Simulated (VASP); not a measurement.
A run of VASP 6.6.1:

File INCAR:

```
SYSTEM = In
PREC = Accurate
ENCUT = 520
EDIFF = 1E-7
ISMEAR = 0
SIGMA = 0.05
LREAL = .FALSE.
LASPH = .TRUE.
NELM = 80
ALGO = Fast
ISIF = 2
LWAVE = .FALSE.
LCHARG = .FALSE.
GGA = PE
NBANDS = 12
```

Contents of KPOINTS:

```
Automatic mesh
0
G
  18 18 18
  0 0 0
```

File POSCAR:

```
In
1.0
   -1.6951957059      1.6951957059      2.3906405803
    1.6951957059     -1.6951957059      2.3906405803
    1.6951957059      1.6951957059     -2.3906405803
In
1
Direct
    0.0000000000      0.0000000000      0.0000000000
```

Potentials or basis: VASP PAW PBE potentials, release 64 (In_d).

The run is started by

```sh
$ cat potpaw_PBE.64/In_d/POTCAR > POTCAR
$ mpirun -np 1 vasp_std > vasp.out
```

Hardware: 1 thread of AMD EPYC 7R43 64-Core Processor (Zen 3), on a shared host.

Problem. Estimate the wall time of this run.

Solution. Run time: 5.8 min on 1 thread of AMD EPYC 7R43 64-Core Processor (Zen 3), on a shared host, peak memory 0.23 GiB. Counts: scf iterations 17, k points 480.
